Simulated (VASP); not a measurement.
**CuO: single point with RPBE**

Crystal: CuO.

```
Cu O
1.0
     1.99097   -2.15355    0.00000
     1.99097    2.15355    0.00000
     0.00000    0.00000    5.15593
Cu O
2 2
Direct
  0.50000 0.00000 0.00000
  0.00000 0.50000 0.50000
  0.50000 0.50000 0.25000
  0.50000 0.50000 0.75000
```

* Program: VASP 6.6.1
* Task: single point
* Functional: RPBE
* Potentials or basis: VASP PAW PBE potentials, release 64 (Cu, O)
* Cutoff: 520 eV
* k mesh: 5 × 5 × 3
* Occupations: fermi-dirac, width 0.05 eV
* Spin: no spin polarisation

The pressure is 7.1 GPa. The band gap on the k mesh is zero (band 17 reaches 5.66 eV, above the bottom of band 18 at 4.96 eV).

Stress tensor (GPa, compression positive):
```
6.76 0.00 0.00
0.00 6.07 0.00
0.00 0.00 8.40
```

Levels at points of the mesh, in eV from the Fermi level:
```csv
k point,band 13,band 14,band 15,band 16,band 17,band 18,band 19,band 20,band 21,band 22
"(0.00, 0.00, 0.00)",-2.43,-2.41,-2.36,-1.96,0.53,0.72,1.43,6.17,7.32,13.43
```

It took 14 s on 1 thread of AMD EPYC 9R45 96-Core Processor (Zen 5), on a shared host, peak memory 0.13 GiB.

Caveat: the k points lie up to 0.43 Å⁻¹ apart; the PAW data sets were made with another functional, which shifts forces and pressure a little; semilocal functionals often make such compounds metallic where correlation or magnetic order opens a gap, which also shifts bond lengths. With open d or f shells a metallic result of RPBE can be an artefact of self-interaction; +U or a hybrid may open a gap.
